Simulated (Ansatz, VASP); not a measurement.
**CdSe: VASP beside Ansatz**

```
CELL_PARAMETERS angstrom
0.00000 3.07027 3.07027
3.07027 0.00000 3.07027
3.07027 3.07027 0.00000
ATOMIC_POSITIONS crystal
Cd 0.00000 0.00000 0.00000
Se 0.75000 0.75000 0.75000
```

Alike in both runs: task single point; functional LDA; k mesh 6 × 6 × 6; no spin polarisation.

|  | VASP | Ansatz |
| --- | --- | --- |
| version | VASP 6.6.1 | Ansatz 0.2.0 |
| potentials or method | VASP PAW LDA potentials, release 64 (Cd, Se) | plane waves, PAW |
| plane-wave cutoff (eV) | 500 | 420 |
| occupations | gaussian, width 0.01 eV | fixed |
| valence electrons in the cell | 18 | 36 |

```csv
,VASP,Ansatz,Ansatz less VASP
gap on the k mesh at the Fermi level (eV),0.30,0.27,-0.031
pressure (GPa),-2.9,-3.3,-0.36
```

LDA's correlation is that of Perdew and Zunger in VASP and of Perdew and Wang (1992) in Ansatz. VASP's potentials hold 18 valence electrons a cell and Ansatz's 36, so a difference there can come from the potentials and not from the codes.
